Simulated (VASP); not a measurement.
# C: single point with PBE

C:

```xyz
2
Lattice="0.0000 1.7089 1.7961 1.7089 0.0000 1.7961 1.7089 1.7089 0.0000" Properties=species:S:1:pos:R:3 pbc="T T T"
C     0.0000    0.0000    0.0000
C     0.8545    0.8545    0.8981
```

This cell differs from its parent crystal: epitaxial xy strain -4.0%.

```yaml
Program: VASP 6.6.1
Task: single point
Functional: PBE
Potentials_or_basis: VASP PAW PBE potentials, release 64 (C)
Cutoff: 520 eV
k_mesh: 6 × 6 × 6
Occupations: gaussian, width 0.01 eV
Spin: no spin polarisation
Dipole_correction: no
Further_INCAR_settings: ALGO = Normal; EDIFF = 1e-06; NBANDS = 11
```

```json
{"Pressure": "42.5 GPa", "Band gap on the k mesh": "3.67 eV, indirect (least direct gap 5.34 eV)"}
```

Stress tensor (GPa, compression positive):
```
60.07  0.00  0.00
 0.00 60.07  0.00
 0.00  0.00  7.45
```

Levels at points of the mesh, in eV from the valence-band top:
```
           k point  band 1  band 2  band 3  band 4  band 5  band 6  band 7  band 8
(0.00, 0.00, 0.00)  -22.84   -0.84    0.00    0.00    5.34    5.34    5.98   14.84
(0.50, 0.00, 0.00)  -16.59  -14.54   -3.78   -2.79    7.74    8.75   10.18   16.16
(0.50, 0.50, 0.00)  -14.16  -14.16   -6.52   -6.52    5.47    5.47   17.55   17.55
(0.50, 0.00, 0.50)  -13.33  -13.33   -7.31   -7.31    4.25    4.25   17.69   17.69
```

It took 3.8 s on 1 thread of AMD EPYC 7R13 Processor (Zen 3) (shared host), peak memory 0.08 GiB.

Caveat: the k points lie up to 0.52 Å⁻¹ apart; the cell differs from its parent crystal (epitaxial xy strain -4.0%). A k mesh can miss the band edges.
